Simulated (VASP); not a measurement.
Wanted: the native input for a VASP 6.6.1 run.

```
Task                   : single point
Functional             : PBE
Potentials or basis    : VASP PAW PBE potentials, release 64 (C, N, Al)
Cutoff                 : 520 eV
k mesh                 : 1 × 1 × 1, shifted
Occupations            : gaussian, width 0.01 eV
Spin                   : collinear spin
Fixed moment           : 2 μB
Dipole correction      : no
Mended                 : yes
Further INCAR settings : LREAL = Auto; ALGO = Normal; EDIFF = 1e-06; NBANDS = 88; ISYM = -1
```

The structure of Al14CN16 (a cell with a defect) lies in POSCAR:

```
Al14CN16
1.0
    6.2595139102      0.0000000601      0.0000000000
   -3.1297570100      5.4208980298      0.0000000000
    0.0000000000      0.0000000000     10.0348065900
C N Al
1 16 14
Direct
    0.3855707494      0.1141777237      0.2660966526
    0.3677334716      0.1331877984      0.3981675334
    0.1397163593      0.3568532437      0.1813572990
    0.3239614161      0.1750435199      0.9385882457
    0.1612154193      0.3402226469      0.7020453557
    0.3429120532      0.6809412620      0.4421872369
    0.2128642038      0.8851701494      0.1983605655
    0.3306235857      0.6796674761      0.9397519324
    0.1643657991      0.8418523740      0.6869067922
    0.8014300595      0.1467329205      0.4395724306
    0.6131104536      0.2872177064      0.1975201627
    0.8201949831      0.1688918833      0.9396969966
    0.6588303708      0.3362920090      0.6869135187
    0.8335202783      0.6677468439      0.4391367147
    0.6693006728      0.8267040169      0.1894126809
    0.8326369576      0.6668568798      0.9494542883
    0.6665691071      0.8336486490      0.6956836223
    0.3251491871      0.1749135373      0.7475091820
    0.1572493650      0.3421704913      0.9967606696
    0.3390941823      0.6568950518      0.2584530817
    0.1633260963      0.8237070275      0.4982608300
    0.3286707717      0.6720879630      0.7472108051
    0.1748163388      0.8497818839      1.0026221826
    0.8370017858      0.1575712282      0.2553591292
    0.6732867093      0.3392432363      0.4987313318
    0.8282781140      0.1713162423      0.7468616046
    0.6494407285      0.3248575427      1.0020792447
    0.8322246400      0.6680431455      0.2542516330
    0.6629273576      0.8263399286      0.5070573740
    0.8317910347      0.6692338243      0.7538696020
    0.6627543644      0.8359587860      0.9998716068
```

These files were run (other wordings do the same):

INCAR

```
PREC = Accurate ; ENCUT = 520
EDIFF = 1E-6 ; ISMEAR = 0
SIGMA = 0.01 ; LREAL = Auto
LASPH = T ; NELM = 200
ALGO = Normal ; ISIF = 2
LWAVE = F ; LCHARG = F
ISPIN = 2 ; MAGMOM = 0.01 0.1 0.19 0.02 0.29 0.33 0.01 0.03 0 0.44 0.01 0.03 0 0.01 0.02 0 0 0 0 0 0 0 0 0 0 0 0 0 0 0 0
LORBIT = 11 ; NUPDOWN = 2.0
GGA = PE ; NBANDS = 88
GGA_COMPAT = F ; ISYM = -1
```

KPOINTS

```
explicit points
1
Reciprocal
  0.25000000   0.25000000   0.25000000 1
```

Potentials or basis: VASP PAW PBE potentials, release 64 (C, N, Al).

The run is started by

```sh
$ cat potpaw_PBE.64/C/POTCAR potpaw_PBE.64/N/POTCAR potpaw_PBE.64/Al/POTCAR > POTCAR
$ mpirun -np 1 vasp_std > vasp.out
```

Results of the run:

| Quantity | Value |
| --- | --- |
| Pressure | -2.1 GPa |
| Largest force | 0.077 eV/Å |
| Net moment | 2.00 μB per cell |
| Site moments | C +0.01; N +0.13, +0.17, +0.02, +0.25, +0.29, +0.01, +0.03, +0.00, +0.39, -0.00 (each value once); Al -0.00, +0.00, -0.01 (each value once) μB |
| Valence electrons inside the program's atomic spheres | C 2.40; N 3.83, 3.79, 3.85, 3.77, 3.84, 3.75, 3.87, 3.80 (each value once); Al 0.81, 0.80, 0.75, 0.82, 0.79 (each value once) |

Caveat: the total moment is fixed, so each spin has its own Fermi level.

Run time: 2.6 min on 1 thread of Intel(R) Xeon(R) 6975P-C (Granite Rapids), on a shared host, peak memory 0.58 GiB.
